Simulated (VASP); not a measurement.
# Ca (Fm-3m) in VASP: further runs, part 2 of 2

VASP 6.6.1. The steps go on from the part before.

**3. Electric field gradients, PBEsol (45.38 Å³/atom)**

This run uses another cell than the first one, of 45.38 Å³/atom.

File INCAR:

```
ALGO = Normal
EDIFF = 1E-8
ENCUT = 520
GGA = PS
ISIF = 2
ISMEAR = -1
LASPH = True
LCHARG = False
LEFG = True
LREAL = False
LWAVE = False
NBANDS = 11
NELM = 80
PREC = Accurate
SIGMA = 0.05
```

File KPOINTS:

```
k-points
0
Gamma
  11 11 11
```

File POSCAR:

```
Ca
1.0
    0.0000000000      2.8309700062      2.8309700062
    2.8309700062      0.0000000000      2.8309700062
    2.8309700062      2.8309700062      0.0000000000
Ca
1
Direct
    0.0000000000      0.0000000000      0.0000000000
```

Potentials or basis: VASP PAW PBE potentials, release 64 (Ca_sv).

On the command line:

```console
$ cat potpaw_PBE.64/Ca_sv/POTCAR > POTCAR
$ mpirun -np 1 vasp_std > vasp.out
```

OUTCAR:

```text
EDIFF = 1E-8
   ENCUT = 520
   GGA = PS
   ISIF = 2
   ISMEAR = -1
   LASPH = True
   LREAL = False
   NELM = 80
   PREC = Accurate

 ion  position               nearest neighbor table
   1  0.000  0.000  0.000-

  LATTYP: Found a face centered cubic cell.
 ALAT       =     5.6619400124

  Lattice vectors:

 A1 = (   0.0000000000,   2.8309700062,   2.8309700062)
 A2 = (   2.8309700062,   0.0000000000,   2.8309700062)
 A3 = (   2.8309700062,   2.8309700062,   0.0000000000)

Analysis of symmetry for initial positions (statically):
=====================================================================
 Subroutine PRICEL returns:
 Original cell was already a primitive cell.

 Routine SETGRP: Setting up the symmetry group for a
 face centered cubic supercell.

 Subroutine GETGRP returns: Found 48 space group operations
 (whereof 48 operations were pure point group operations)
 out of a pool of 48 trial point group operations.

The static configuration has the point symmetry O_h .

Analysis of symmetry for dynamics (positions and initial velocities):
=====================================================================
 Subroutine PRICEL returns:
 Original cell was already a primitive cell.

 Routine SETGRP: Setting up the symmetry group for a
 face centered cubic supercell.

 Subroutine GETGRP returns: Found 48 space group operations
 (whereof 48 operations were pure point group operations)
 out of a pool of 48 trial point group operations.

The dynamic configuration has the point symmetry O_h .

 Subroutine INISYM returns: Found 48 space group operations
 (whereof 48 operations are pure point group operations),
 and found     1 'primitive' translations

----------------------------------------------------------------------------------------

                                     Primitive cell

  volume of cell :      45.3770

  direct lattice vectors                    reciprocal lattice vectors
     0.000000000  2.830970006  2.830970006    -0.176617908  0.176617908  0.176617908
     2.830970006  0.000000000  2.830970006     0.176617908 -0.176617908  0.176617908
     2.830970006  2.830970006  0.000000000     0.176617908  0.176617908 -0.176617908

  length of vectors
     4.003596177  4.003596177  4.003596177     0.305911190  0.305911190  0.305911190

  position of ions in fractional coordinates (direct lattice)
     0.000000000  0.000000000  0.000000000

  ion indices of the primitive-cell ions
   primitive index   ion index
                 1           1

----------------------------------------------------------------------------------------

 KPOINTS: k-points

Automatic generation of k-mesh.
 Grid dimensions read from file:
 generate k-points for:   11   11   11

 Generating k-lattice:

[... 68 lines left out ...]
   ISYM   =      2    0-nonsym 1-usesym 2-fastsym
   POTIM  = 0.5000    time-step for ionic-motion
   TEBEG  =    0.0;   TEEND  =   0.0 temperature during run
   PSTRESS=    0.0 pullay stress
   NELECT =      10.0000    total number of electrons
   NUPDOWN=      -1.0000    fix difference up-down
   EMIN   =  10.00;   EMAX   =-10.00  energy-range for DOS
   EFERMI =   0.00;   METHOD = LEGACY
   ISMEAR =    -1;   SIGMA  =   0.05  broadening in eV -4-tet -1-fermi 0-gaus
   EFERMI_NEDOS =   21; number of points for ismear=-14 and -15
   IALGO  =     38    algorithm
   IMIX   =      4    mixing-type and parameters
     AMIX     =   0.40;   BMIX     =  1.00
     AMIX_MAG =   1.60;   BMIX_MAG =  1.00
  volume/ion in A,a.u.               =      45.38       306.22
  Fermi-wavevector in a.u.,A,eV,Ry     =   0.988848  1.868652 13.304055  0.977820
  Thomas-Fermi vector in A             =   2.120404
   LORBIT       =      0    0 simple, 1 ext, 2 COOP (PROOUT), +10 PAW based schemes
   GGA     = PS    functional components
   LHFCALC =     F    Hartree Fock is set to
   AEXX    =    0.0000 exact exchange contribution
   IVDW    =     0    specifies the selected vdW correction
   LEPSILON=     F    determine dielectric tensor
   LRPA    =     F    only Hartree local field effects (RPA)
 non-spin polarized calculation
  energy-cutoff  :      520.00
  volume of cell :       45.38
 maximum number of plane-waves:      1243
 NGX is ok and might be reduce to    30
   NGX = 15   NGY = 15   NGZ = 15

 number of electron      10.0000001 magnetization

 Free energy of the ion-electron system (eV)
  ---------------------------------------------------
  ext. energy  EPLUGINS =         0.00000000
  ---------------------------------------------------
  free energy    TOTEN  =        -2.11364407 eV

  energy without entropy =       -2.10226858  energy(sigma->0) =       -2.10795633

 E-fermi :   1.6121     XC(G=0):  -7.5837

 val. band max:        1.5979702167   @ k =   0.4545   0.0000   0.0000
 cond. band min:       1.6344348920   @ k =  -0.3636   0.2727   0.0909
 fundamental gap:      0.0364646753
 Fermi energy:         1.6121493401

 k-point     1 :       0.0000    0.0000    0.0000
  band No.  band energies     occupation
      1     -40.3986      2.00000
      2     -21.3977      2.00000
      3     -21.3977      2.00000
      4     -21.3977      2.00000
      5      -2.2873      2.00000
      6       3.8438      0.00000
      7       3.8438      0.00000
      8       3.8438      0.00000
      9       4.8319      0.00000
     10       4.8319      0.00000
     11      10.4359      0.00000
[... 309 lines left out ...]
 k-point    24 :      -0.1818    0.1818    0.0000
  band No.  band energies     occupation
      1     -40.3921      2.00000
      2     -21.4565      2.00000
      3     -21.4227      2.00000
      4     -21.4054      2.00000
      5      -0.9442      2.00000
      6       2.8994      0.00000
      7       3.6112      0.00000
      8       4.3121      0.00000
      9       4.3697      0.00000
     10       5.2757      0.00000
     11       8.5852      0.00000

 [... further k-points ...]

------------------------ aborting loop because EDIFF is reached ----------------------------------------

  FORCE on cell =-STRESS in cart. coord.  units (eV):
  Direction    XX          YY          ZZ          XY          YZ          ZX
  --------------------------------------------------------------------------------------
  -------------------------------------------------------------------------------------
  Total       -0.4739004     -0.4739004     -0.4739004      0.0000000      0.0000000     -0.0000000
  in kB      -16.7325409    -16.7325409    -16.7325409      0.0000000      0.0000000     -0.0000000
  external PRESSURE =     -16.7325409 kB  Pullay stress =       0.0000000 kB

 VOLUME and BASIS-vectors are now :
 -----------------------------------------------------------------------------
  energy-cutoff  :      520.00
  volume of cell :       45.38
      direct lattice vectors                 reciprocal lattice vectors
     0.000000000  2.830970006  2.830970006    -0.176617908  0.176617908  0.176617908
     2.830970006  0.000000000  2.830970006     0.176617908 -0.176617908  0.176617908
     2.830970006  2.830970006  0.000000000     0.176617908  0.176617908 -0.176617908

 POSITION                                       TOTAL-FORCE (eV/Angst)
 -----------------------------------------------------------------------------------
      0.00000      0.00000      0.00000        -0.000000     -0.000000     -0.000000
 -----------------------------------------------------------------------------------
    total drift:                               -0.000000     -0.000000     -0.000000

  FREE ENERGIE OF THE ION-ELECTRON SYSTEM (eV)
  ---------------------------------------------------
  free  energy   TOTEN  =        -2.1136440736 eV

  energy  without entropy=       -2.1022685833  energy(sigma->0) =       -2.10795633

 Electric field gradients (V/A^2)
---------------------------------------------------------------------
 ion       V_xx      V_yy      V_zz      V_xy      V_xz      V_yz
---------------------------------------------------------------------
   1      -0.000    -0.000    -0.000     0.001     0.001     0.001
---------------------------------------------------------------------

 Electric field gradients after diagonalization (V/A^2)
 (convention: |V_zz| > |V_xx| > |V_yy|)
----------------------------------------------------------------------
 ion       V_xx      V_yy      V_zz     asymmetry (V_yy - V_xx)/ V_zz
----------------------------------------------------------------------
   1      -0.001    -0.001     0.001       0.000
----------------------------------------------------------------------

           NMR quadrupolar parameters

 Cq : quadrupolar parameter    Cq=e*Q*V_zz/h
 eta: asymmetry parameters     (V_yy - V_xx)/ V_zz
 Q  : nuclear electric quadrupole moment in mb (millibarn)
----------------------------------------------------------------------
 ion       Cq(MHz)       eta       Q (mb)
----------------------------------------------------------------------
   1       0.000       0.000       1.000
----------------------------------------------------------------------
```

Wall time 41 s (1 thread of AMD EPYC 7R43 (Zen 3), shared host); peak memory 0.14 GiB.

What came out:

```yaml
Free_energy: -2.1136 eV
Pressure: -1.7 GPa
Band_gap_on_the_k_mesh: zero (bands 5 and 6 overlap by 0.34 eV)
Largest_electric_field_gradient_by_atom: under 0.05 V/Å² on every atom
```

Caveat: the PAW data sets were made with another functional, which shifts forces and pressure a little.

**4. Electric field gradients, PBEsol (46.25 Å³/atom)**

This run uses another cell than the first one, of 46.25 Å³/atom.

File INCAR:

```
  PREC = Accurate
  ENCUT = 520
  EDIFF = 1E-8
  ISMEAR = -1
  SIGMA = 0.05
  LREAL = False
  LASPH = True
  NELM = 100
  ALGO = Normal
  ISIF = 2
  LWAVE = False
  LCHARG = False
  GGA = PS
  LEFG = True
  NBANDS = 11
```

File KPOINTS:

```
Automatic mesh
0
Gamma
  11 11 11
```

File POSCAR:

```
Ca
1.0
    0.0000000000      2.8490021484      2.8490021484
    2.8490021484      0.0000000000      2.8490021484
    2.8490021484      2.8490021484      0.0000000000
Ca
1
Direct
    0.0000000000      0.0000000000      0.0000000000
```

Potentials or basis: VASP PAW PBE potentials, release 64 (Ca_sv).

On the command line:

```console
$ cat potpaw_PBE.64/Ca_sv/POTCAR > POTCAR
$ mpirun -np 1 vasp_std > vasp.out
```

OUTCAR:

```text
PREC = Accurate
   ENCUT = 520
   EDIFF = 1E-8
   ISMEAR = -1
   LREAL = False
   LASPH = True
   NELM = 100
   ISIF = 2
   GGA = PS

 ion  position               nearest neighbor table
   1  0.000  0.000  0.000-

  LATTYP: Found a face centered cubic cell.
 ALAT       =     5.6980042968

  Lattice vectors:

 A1 = (   0.0000000000,   2.8490021484,   2.8490021484)
 A2 = (   2.8490021484,   0.0000000000,   2.8490021484)
 A3 = (   2.8490021484,   2.8490021484,   0.0000000000)

Analysis of symmetry for initial positions (statically):
=====================================================================
 Subroutine PRICEL returns:
 Original cell was already a primitive cell.

 Routine SETGRP: Setting up the symmetry group for a
 face centered cubic supercell.
[... 517 lines left out ...]
  in kB      -18.9701106    -18.9701106    -18.9701106      0.0000000      0.0000000      0.0000000
  external PRESSURE =     -18.9701106 kB  Pullay stress =       0.0000000 kB

 VOLUME and BASIS-vectors are now :
 -----------------------------------------------------------------------------
  energy-cutoff  :      520.00
  volume of cell :       46.25
      direct lattice vectors                 reciprocal lattice vectors
     0.000000000  2.849002148  2.849002148    -0.175500043  0.175500043  0.175500043
     2.849002148  0.000000000  2.849002148     0.175500043 -0.175500043  0.175500043
     2.849002148  2.849002148  0.000000000     0.175500043  0.175500043 -0.175500043

 POSITION                                       TOTAL-FORCE (eV/Angst)
 -----------------------------------------------------------------------------------
      0.00000      0.00000      0.00000         0.000000     -0.000000     -0.000000
 -----------------------------------------------------------------------------------
    total drift:                               -0.000000     -0.000000     -0.000000

  FREE ENERGIE OF THE ION-ELECTRON SYSTEM (eV)
  ---------------------------------------------------
  free  energy   TOTEN  =        -2.1040778432 eV

  energy  without entropy=       -2.0926211986  energy(sigma->0) =       -2.09834952

 Electric field gradients (V/A^2)
---------------------------------------------------------------------
 ion       V_xx      V_yy      V_zz      V_xy      V_xz      V_yz
---------------------------------------------------------------------
   1      -0.000    -0.000     0.000     0.001     0.001     0.001
---------------------------------------------------------------------

 Electric field gradients after diagonalization (V/A^2)
 (convention: |V_zz| > |V_xx| > |V_yy|)
----------------------------------------------------------------------
 ion       V_xx      V_yy      V_zz     asymmetry (V_yy - V_xx)/ V_zz
----------------------------------------------------------------------
   1      -0.001    -0.001     0.001       0.000
----------------------------------------------------------------------

           NMR quadrupolar parameters

 Cq : quadrupolar parameter    Cq=e*Q*V_zz/h
 eta: asymmetry parameters     (V_yy - V_xx)/ V_zz
 Q  : nuclear electric quadrupole moment in mb (millibarn)
----------------------------------------------------------------------
 ion       Cq(MHz)       eta       Q (mb)
----------------------------------------------------------------------
   1       0.000       0.000       1.000
----------------------------------------------------------------------
```

Run time: 40 s. Hardware: 1 thread of AMD EPYC 7R43 (Zen 3), shared host; peak memory 0.13 GiB.

Results:

| Property | Result |
| --- | --- |
| Free energy | -2.1041 eV |
| Pressure | -1.9 GPa |
| Band gap on the k mesh | zero (bands 5 and 6 overlap by 0.35 eV) |
| Largest electric field gradient by atom | under 0.05 V/Å² on every atom |

Caveat: the PAW data sets were made with another functional, which shifts forces and pressure a little.

**5. Summary**

| cell | gap on the mesh (eV) | pressure (GPa) |
| --- | --- | --- |
| a = 3.978 Å, angles 60.0°, 1 atom | none | -1.4 |
| a = 4.004 Å, angles 60.0°, 1 atom | none | -1.7 |
| a = 4.029 Å, angles 60.0°, 1 atom | none | -1.9 |

Alike in all rows: task electric field gradients; level PBEsol; potentials or basis VASP PAW PBE potentials, release 64 (Ca_sv); no spin polarisation; k mesh 11 × 11 × 11; cutoff (eV) 520; smearing fermi-dirac 0.05 eV.

Caveats: the PAW data sets were made with another functional, which shifts forces and pressure a little.

Total energies depend on the potentials used, so only differences within one code and one set of settings carry meaning.

The gap in the log of VASP goes by the Fermi energy; the results here count the filled bands.